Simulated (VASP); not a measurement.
**BN: relaxation of cell and atoms with PBE+D4**

BN:

```xyz
2
Lattice="0.0000 3.3394 2.1688 1.2538 0.0000 2.1688 1.2538 3.3394 0.0000" Properties=species:S:1:pos:R:3 pbc="T T T"
B     1.2538    3.3394    0.0005
N     1.2538    3.3394    2.8915
```

```yaml
Program: VASP 6.6.1
Task: relaxation of cell and atoms
Functional: PBE
Dispersion: D4
Potentials_or_basis: VASP PAW PBE potentials, release 64 (B, N)
Cutoff: 600 eV
k_mesh: 10 × 10 × 10
Occupations: fermi-dirac, width 0.02 eV
Spin: no spin polarisation
Dipole_correction: no
Further_INCAR_settings: ALGO = Normal; EDIFF = 1e-06; IBRION = 2; EDIFFG = -0.005; NSW = 80; ISIF = 3
```

- Relaxed volume: 8.92 Å³/atom
- Relaxed cell: a = 3.932 Å, b = 2.505 Å, c = 3.511 Å, α = 79.70°, β = 38.83°, γ = 61.47°
- Space group after relaxing (to 0.05 Å): Fmm2 (No. 42)
- Energy gained by relaxing: 0.3 meV/atom
- Ionic steps: 12
- Pressure after relaxing: 0.0 GPa
- Band gap on the k mesh: 3.54 eV, indirect (least direct gap 4.65 eV)
- Dispersion energy per atom: -0.163 eV

The path:
```csv
step,energy change (eV),largest force (eV/Å),pressure (GPa),volume (Å³)
1,0.0000,0.0001,-0.04,18.16
2,-0.0001,0.0004,-0.45,18.16
3,-0.0001,0.0005,-0.59,18.15
4,-0.0001,0.0002,-0.57,18.14
5,-0.0002,0.0006,-0.49,18.11
6,-0.0004,0.0022,-0.35,18.03
7,-0.0006,0.0056,-0.11,17.88
8,-0.0006,0.0069,0.02,17.83
9,-0.0006,0.0065,-0.03,17.85
10,-0.0006,0.0066,-0.02,17.84
11,-0.0006,0.0102,0.03,17.84
12,-0.0006,0.0017,-0.01,17.84
```

Final structure:
```xyz
2
Lattice="0.0000 3.2792 2.1690 1.2541 0.0000 2.1690 1.2541 3.2792 0.0000" Properties=species:S:1:pos:R:3 pbc="T T T"
B     1.2541    3.2792    0.0005
N     1.2541    3.2792    2.8916
```

Levels at points of the mesh, in eV from the valence-band top:
```tsv
k point	band 1	band 2	band 3	band 4	band 5	band 6	band 7	band 8
(0.00, 0.00, 0.00)	-17.96	-4.17	-1.48	-1.47	5.15	11.39	11.51	12.99
(0.50, 0.00, 0.00)	-14.73	-9.03	-4.26	-1.07	4.52	9.75	13.59	16.32
(0.50, 0.50, 0.00)	-14.80	-9.18	-4.25	-0.36	6.04	9.33	12.36	14.09
(0.50, 0.00, 0.50)	-17.64	-6.41	-1.52	-1.46	10.21	11.33	11.43	12.19
(0.00, 0.50, 0.50)	-14.62	-8.87	-4.33	-1.71	3.54	9.73	14.91	19.04
```

Wall time 110 s on 1 thread of Intel(R) Xeon(R) Platinum 8559C (Emerald Rapids), on a shared host, peak memory 0.16 GiB.

A k mesh can miss the band edges. PBE gaps usually lie below the measured ones, often by a third to a half.
